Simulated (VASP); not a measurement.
Write the native input for VASP 6.6.1 that does the following.

```
Task                   : single point
Functional             : LDA
Potentials or basis    : VASP PAW LDA potentials, release 64 (Sn_d, Se)
Cutoff                 : 520 eV
k mesh                 : 6 × 6 × 4
Occupations            : gaussian, width 0.05 eV
Spin                   : no spin polarisation
Dipole correction      : no
Further INCAR settings : ALGO = Normal; EDIFF = 1e-06; NBANDS = 28
```

The structure of SnSe lies in POSCAR:

```
SnSe
1.0
    4.2853274191      0.0000000000      0.0000000000
    0.0000000000      4.2853274191      0.0000000000
    0.0000000000      0.0000000000     10.9906921300
Sn Se
2 2
Direct
    0.5000000000      0.0000000000      0.3854278261
    0.0000000000      0.5000000000      0.6145721739
    0.5000000000      0.0000000000      0.6296874021
    0.0000000000      0.5000000000      0.3703125979
```

This cell differs from its parent crystal: mode 8 (56.1 1/cm) frozen in, largest displacement +0.150 Å.

One way to write it, as run:

INCAR

```
SYSTEM = SnSe
PREC = Accurate ; ENCUT = 520
EDIFF = 1E-6 ; ISMEAR = 0
SIGMA = 0.05 ; LREAL = .FALSE.
LASPH = .TRUE. ; NELM = 100
ALGO = Normal ; ISIF = 2
LWAVE = .FALSE. ; LCHARG = .FALSE.
NBANDS = 28
```

KPOINTS

```
Automatic mesh
0
G
  6 6 4
  0 0 0
```

Potentials or basis: VASP PAW LDA potentials, release 64 (Sn_d, Se).

Command:

```console
$ cat potpaw_LDA.64/Sn_d/POTCAR potpaw_LDA.64/Se/POTCAR > POTCAR
$ mpirun -np 1 vasp_std > vasp.out
```

Results of the run:

```
Largest force          : 0.237 eV/Å
Band gap on the k mesh : 1.38 eV, indirect (least direct gap 1.43 eV)
```

Caveat: the cell differs from its parent crystal (mode 8 (56.1 1/cm) frozen in, largest displacement +0.150 Å); spin-orbit coupling is left out, which moves the levels of the heavy elements.

It took 78 s on 1 thread of Intel(R) Xeon(R) Platinum 8559C (Emerald Rapids) (shared host), peak memory 0.31 GiB.
